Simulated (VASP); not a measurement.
# Ru (Pm-3m) in VASP: further runs

Ru is run at these levels: r2SCAN; tasks: single point.

Program: VASP 6.6.1. These are calculated values, not measurements. Logs are shortened: lines on timing, memory, paths and dates and some standing lists are left out, and cuts for length are marked.

### 1 The cell of the first run

The structure is cubic, space group Pm-3m (No. 221). Conventional cell: a = 2.491 Å, b = 2.491 Å, c = 2.491 Å, α = 90.00°, β = 90.00°, γ = 90.00°. Within 3.3 Å of Ru (site symmetry m-3m) lie 6 Ru at 2.49 Å.

### 2 Single point, r2SCAN

POSCAR

```
Ru
1.0
    2.4914415084      0.0000000000      0.0000000000
    0.0000000000      2.4914415084      0.0000000000
    0.0000000000      0.0000000000      2.4914415084
Ru
1
Direct
    0.0000000000      0.0000000000      0.0000000000
```

INCAR.step1

```
SYSTEM = Ru
PREC = Accurate
ENCUT = 520
ISMEAR = -1
SIGMA = 0.1
LREAL = .False.
LASPH = .True.
NELM = 60
NBANDS = 13
GGA = PE
ALGO = Normal
EDIFF = 1E-4
LWAVE = .True.
LCHARG = .False.
```

INCAR.step2

```
SYSTEM = Ru
PREC = Accurate
ENCUT = 520
EDIFF = 1E-6
ISMEAR = -1
SIGMA = 0.1
LREAL = .False.
LASPH = .True.
NELM = 60
ALGO = Normal
ISIF = 2
LWAVE = .False.
LCHARG = .True.
METAGGA = R2SCAN
LMIXTAU = .True.
LELF = .True.
LVHAR = .True.
NBANDS = 13
ISTART = 1
```

KPOINTS

```
Automatic mesh
0
Gamma
  14 14 14
  0 0 0
```

Potentials or basis: VASP PAW PBE potentials, release 64 (Ru_pv).

The run is started by

```console
$ cat potpaw_PBE.64/Ru_pv/POTCAR > POTCAR
$ cp INCAR.step1 INCAR
$ mpirun -np 1 vasp_std > vasp.out
$ cp INCAR.step2 INCAR
$ mpirun -np 1 vasp_std > vasp.out
```

OUTCAR:

```text
SYSTEM = Ru
   PREC = Accurate
   ENCUT = 520
   EDIFF = 1E-6
   ISMEAR = -1
   LREAL = .False.
   LASPH = .True.
   NELM = 60
   ISIF = 2
   METAGGA = R2SCAN
   ISTART = 1

 ion  position               nearest neighbor table
   1  0.000  0.000  0.000-

  LATTYP: Found a simple cubic cell.
 ALAT       =     2.4914415084

  Lattice vectors:

 A1 = (   2.4914415084,   0.0000000000,   0.0000000000)
 A2 = (   0.0000000000,   2.4914415084,   0.0000000000)
 A3 = (   0.0000000000,   0.0000000000,   2.4914415084)

Analysis of symmetry for initial positions (statically):
=====================================================================
 Subroutine PRICEL returns:
 Original cell was already a primitive cell.

 Routine SETGRP: Setting up the symmetry group for a
 simple cubic supercell.

 Subroutine GETGRP returns: Found 48 space group operations
 (whereof 48 operations were pure point group operations)
 out of a pool of 48 trial point group operations.

The static configuration has the point symmetry O_h .

Analysis of symmetry for dynamics (positions and initial velocities):
=====================================================================
 Subroutine PRICEL returns:
 Original cell was already a primitive cell.

 Routine SETGRP: Setting up the symmetry group for a
 simple cubic supercell.

 Subroutine GETGRP returns: Found 48 space group operations
 (whereof 48 operations were pure point group operations)
 out of a pool of 48 trial point group operations.

The dynamic configuration has the point symmetry O_h .

 Subroutine INISYM returns: Found 48 space group operations
 (whereof 48 operations are pure point group operations),
 and found     1 'primitive' translations

----------------------------------------------------------------------------------------

                                     Primitive cell

  volume of cell :      15.4651

  direct lattice vectors                    reciprocal lattice vectors
     2.491441508  0.000000000  0.000000000     0.401374063  0.000000000  0.000000000
     0.000000000  2.491441508  0.000000000     0.000000000  0.401374063  0.000000000
     0.000000000  0.000000000  2.491441508     0.000000000  0.000000000  0.401374063

  length of vectors
     2.491441508  2.491441508  2.491441508     0.401374063  0.401374063  0.401374063

  position of ions in fractional coordinates (direct lattice)
     0.000000000  0.000000000  0.000000000

  ion indices of the primitive-cell ions
   primitive index   ion index
                 1           1

----------------------------------------------------------------------------------------

 KPOINTS: Automatic mesh

Automatic generation of k-mesh.
 Grid dimensions read from file:
 generate k-points for:   14   14   14

 Generating k-lattice:

  Cartesian coordinates                     Fractional coordinates (reciprocal lattice)
     0.028669576  0.000000000  0.000000000     0.071428571  0.000000000  0.000000000
     0.000000000  0.028669576  0.000000000     0.000000000  0.071428571  0.000000000
     0.000000000  0.000000000  0.028669576     0.000000000  0.000000000  0.071428571

  Length of vectors
     0.028669576  0.028669576  0.028669576

  Shift w.r.t. Gamma in fractional coordinates (k-lattice)
     0.000000000  0.000000000  0.000000000

 Subroutine IBZKPT returns following result:
 ===========================================

 Found    120 irreducible k-points:

 Following reciprocal coordinates:
            Coordinates               Weight
  0.000000  0.000000  0.000000      1.000000
  0.071429  0.000000  0.000000      6.000000
  0.142857  0.000000  0.000000      6.000000
  0.214286  0.000000  0.000000      6.000000
  0.285714  0.000000  0.000000      6.000000
  0.357143  0.000000  0.000000      6.000000
[... 16 lines left out ...]
  0.285714  0.214286  0.000000     24.000000
  0.357143  0.214286  0.000000     24.000000
 [... further k-points ...]
   k-points           NKPTS =    120   k-points in BZ     NKDIM =    120   number of bands    NBANDS=     13
   number of dos      NEDOS =    301   number of ions     NIONS =      1
   total plane-waves  NPLWV =   8000
   dimension x,y,z NGX =    20 NGY =   20 NGZ =   20
   dimension x,y,z NGXF=    40 NGYF=   40 NGZF=   40
   ions per type =               1
   NGX,Y,Z   is equivalent  to a cutoff of  13.35, 13.35, 13.35 a.u.
   NGXF,Y,Z  is equivalent  to a cutoff of  26.69, 26.69, 26.69 a.u.
 SYSTEM =  Ru
   PREC   = accura    normal or accurate (medium, high low for compatibility)
   ISTART =      1    job   : 0-new  1-cont  2-samecut
   ICHARG =      0    charge: 1-file 2-atom 10-const
   ISPIN  =      1    spin polarized calculation?
   LNONCOLLINEAR =      F non collinear calculations
   LSORBIT =      F    spin-orbit coupling
   LASPH  =      T    aspherical Exc in radial PAW
   ENCUT  =  520.0 eV  38.22 Ry    6.18 a.u.   4.63  4.63  4.63*2*pi/ulx,y,z
   NELM   =     60;   NELMIN=  2; NELMDL=  0     # of ELM steps
   EDIFF  = 0.1E-05   stopping-criterion for ELM
   LREAL  =      F    real-space projection
   EDIFFG = 0.1E-04   stopping-criterion for IOM
   NSW    =      0    number of steps for IOM
   IBRION =     -1    ionic relax: 0-MD 1-quasi-New 2-CG
   NFREE  =      0    steps in history (QN), initial steepest desc. (CG)
   ISIF   =      2    stress and relaxation
   ISYM   =      2    0-nonsym 1-usesym 2-fastsym
   POTIM  = 0.5000    time-step for ionic-motion
   TEBEG  =    0.0;   TEEND  =   0.0 temperature during run
   PSTRESS=    0.0 pullay stress
   NELECT =      14.0000    total number of electrons
   NUPDOWN=      -1.0000    fix difference up-down
   EMIN   =  10.00;   EMAX   =-10.00  energy-range for DOS
   EFERMI =   0.00;   METHOD = LEGACY
   ISMEAR =    -1;   SIGMA  =   0.10  broadening in eV -4-tet -1-fermi 0-gaus
   EFERMI_NEDOS =   21; number of points for ismear=-14 and -15
   IALGO  =     38    algorithm
   IMIX   =      4    mixing-type and parameters
     AMIX     =   0.40;   BMIX     =  1.00
     AMIX_MAG =   1.60;   BMIX_MAG =  1.00
  volume/ion in A,a.u.               =      15.47       104.36
  Fermi-wavevector in a.u.,A,eV,Ry     =   1.583678  2.992717 34.123891  2.508035
  Thomas-Fermi vector in A             =   2.683412
   LORBIT       =      0    0 simple, 1 ext, 2 COOP (PROOUT), +10 PAW based schemes
   METAGGA = R2SCAN    functional components
   LHFCALC =     F    Hartree Fock is set to
   AEXX    =    0.0000 exact exchange contribution
   IVDW    =     0    specifies the selected vdW correction
   LEPSILON=     F    determine dielectric tensor
   LRPA    =     F    only Hartree local field effects (RPA)
 non-spin polarized calculation
  energy-cutoff  :      520.00
  volume of cell :       15.47
 maximum number of plane-waves:       437
 NGX is ok and might be reduce to    20
   NGX =  9   NGY =  9   NGZ =  9

 number of electron      13.9999993 magnetization

 Free energy of the ion-electron system (eV)
  ---------------------------------------------------
  ext. energy  EPLUGINS =         0.00000000
  ---------------------------------------------------
  free energy    TOTEN  =       -24.28340682 eV

  energy without entropy =      -24.23468373  energy(sigma->0) =      -24.25904527

 E-fermi :  10.7970     XC(G=0): -14.1750

 val. band max:       10.7947815306   @ k =   0.2857   0.0714   0.0714
 cond. band min:      10.7974775567   @ k =   0.2143   0.2143   0.1429
 fundamental gap:      0.0026960261
 Fermi energy:        10.7969914213

 k-point     1 :       0.0000    0.0000    0.0000
  band No.  band energies     occupation
      1     -32.9422      2.00000
      2     -32.9422      2.00000
      3     -32.9422      2.00000
      4       3.3321      2.00000
      5       5.0136      2.00000
      6       5.0136      2.00000
      7      12.5517      0.00000
      8      12.5517      0.00000
      9      12.5517      0.00000
     10      19.8047      0.00000
     11      28.4896      0.00000
     12      28.4896      0.00000
     13      28.4896      0.00000

 k-point     2 :       0.0714    0.0000    0.0000
  band No.  band energies     occupation
      1     -33.0055      2.00000
      2     -32.9369      2.00000
      3     -32.9369      2.00000
      4       3.4975      2.00000
      5       5.0507      2.00000
      6       5.1876      2.00000
      7      12.3777      0.00000
      8      12.3777      0.00000
      9      12.5649      0.00000
     10      19.8047      0.00000
     11      27.5070      0.00000
     12      28.7959      0.00000
     13      28.7959      0.00000

 k-point     3 :       0.1429    0.0000    0.0000
  band No.  band energies     occupation
      1     -33.1808      2.00000
      2     -32.9220      2.00000
      3     -32.9220      2.00000
      4       3.9239      2.00000
      5       5.1562      2.00000
      6       5.7413      2.00000
      7      11.9171      0.00003
      8      11.9171      0.00003
      9      12.6021      0.00000
     10      19.8046      0.00000
     11      25.4948      0.00000
     12      29.6420      0.00000
     13      29.6420      0.00000
[... 305 lines left out ...]
 k-point    23 :       0.2857    0.2143    0.0000
  band No.  band energies     occupation
      1     -33.6431      2.00000
      2     -33.3486      2.00000
      3     -32.8358      2.00000
      4       5.6543      2.00000
      5       6.6902      2.00000
      6       8.0922      2.00000
      7      10.5413      1.85611
      8      10.8596      0.69679
      9      11.5848      0.00076
     10      19.8045      0.00000
     11      22.7079      0.00000
     12      26.3580      0.00000
     13      31.3986      0.00000

 k-point    24 :       0.3571    0.2143    0.0000
  band No.  band energies     occupation
      1     -33.8750      2.00000
      2     -33.3227      2.00000
      3     -32.8144      2.00000
      4       5.9576      2.00000
      5       6.6835      2.00000
      6       8.3432      2.00000
      7      10.3814      1.96914
      8      11.6558      0.00037
      9      11.7071      0.00022
     10      19.8041      0.00000
     11      20.8590      0.00000
     12      27.3319      0.00000
     13      30.7231      0.00000

 [... further k-points ...]
[... 5 lines left out ...]
  --------------------------------------------------------------------------------------
  -------------------------------------------------------------------------------------
  Total        0.1478204      0.1478204      0.1478204      0.0000000      0.0000000      0.0000000
  in kB       15.3141514     15.3141514     15.3141514      0.0000000      0.0000000      0.0000000
  external PRESSURE =      15.3141514 kB  Pullay stress =       0.0000000 kB

 VOLUME and BASIS-vectors are now :
 -----------------------------------------------------------------------------
  energy-cutoff  :      520.00
  volume of cell :       15.47
      direct lattice vectors                 reciprocal lattice vectors
     2.491441508  0.000000000  0.000000000     0.401374063  0.000000000  0.000000000
     0.000000000  2.491441508  0.000000000     0.000000000  0.401374063  0.000000000
     0.000000000  0.000000000  2.491441508     0.000000000  0.000000000  0.401374063

 POSITION                                       TOTAL-FORCE (eV/Angst)
 -----------------------------------------------------------------------------------
      0.00000      0.00000      0.00000         0.000000      0.000000      0.000000
 -----------------------------------------------------------------------------------
    total drift:                                0.000000      0.000000      0.000000

  FREE ENERGIE OF THE ION-ELECTRON SYSTEM (eV)
  ---------------------------------------------------
  free  energy   TOTEN  =       -24.2834068166 eV

  energy  without entropy=      -24.2346837317  energy(sigma->0) =      -24.25904527
```

It took 28 s on 1 thread of Intel Xeon 6975P-C (Granite Rapids), shared host; peak memory 0.14 GiB.

Results:

| Item | Value |
| --- | --- |
| Free energy | -24.2834 eV |
| Pressure | 1.5 GPa |
| Band gap on the k mesh | zero (band 7 reaches 14.73 eV, above the bottom of band 8 at 9.95 eV) |

Caveat: the PAW data sets were made with another functional, which shifts forces and pressure a little.

### 3 Single point, r2SCAN (volume scaled by 1.04)

POSCAR

```
Ru
1.0
    2.5242273933      0.0000000000      0.0000000000
    0.0000000000      2.5242273933      0.0000000000
    0.0000000000      0.0000000000      2.5242273933
Ru
1
Direct
    0.0000000000      0.0000000000      0.0000000000
```

INCAR.step1

```
SYSTEM = Ru
PREC = Accurate
ENCUT = 520
ISMEAR = -1
SIGMA = 0.1
LREAL = .FALSE.
LASPH = .TRUE.
NELM = 80
NBANDS = 13
GGA = PE
ALGO = Normal
EDIFF = 1E-4
LWAVE = .TRUE.
LCHARG = .FALSE.
```

INCAR.step2

```
SYSTEM = Ru
PREC = Accurate
ENCUT = 520
EDIFF = 1E-6
ISMEAR = -1
SIGMA = 0.1
LREAL = .FALSE.
LASPH = .TRUE.
NELM = 80
ALGO = Normal
ISIF = 2
LWAVE = .FALSE.
LCHARG = .FALSE.
METAGGA = R2SCAN
LMIXTAU = .TRUE.
NBANDS = 13
ISTART = 1
```

KPOINTS

```
regular mesh
0
G
  14 14 14
  0 0 0
```

Potentials or basis: VASP PAW PBE potentials, release 64 (Ru_pv).

The run is started by

```console
$ cat potpaw_PBE.64/Ru_pv/POTCAR > POTCAR
$ cp INCAR.step1 INCAR
$ mpirun -np 1 vasp_std > vasp.out
$ cp INCAR.step2 INCAR
$ mpirun -np 1 vasp_std > vasp.out
```

Wall time 28 s (1 thread of Intel Xeon 6975P-C (Granite Rapids), shared host); peak memory 0.14 GiB.

Results (log left out):

```
Free energy            : -24.2719 eV
Pressure               : -7.3 GPa
Band gap on the k mesh : zero (band 7 reaches 13.86 eV, above the bottom of band 8 at 9.35 eV)
```

Levels at points of the mesh, in eV from the Fermi level:
```tsv
k point	band 3	band 4	band 5	band 6	band 7	band 8	band 9	band 10	band 11	band 12
(0.00, 0.00, 0.00)	-43.72	-7.23	-5.48	-5.48	1.65	1.65	1.65	9.00	17.38	17.38
(0.50, 0.00, 0.00)	-43.62	-4.71	-4.55	-0.98	-0.98	-0.06	1.90	7.52	9.01	17.13
(0.50, 0.50, 0.00)	-43.53	-6.10	-3.70	-0.47	-0.47	3.53	5.92	5.92	9.00	14.45
(0.50, 0.50, 0.50)	-44.52	-4.76	-4.76	-4.76	3.70	3.70	9.00	9.99	13.04	13.04
```

Caveat: the PAW data sets were made with another functional, which shifts forces and pressure a little.
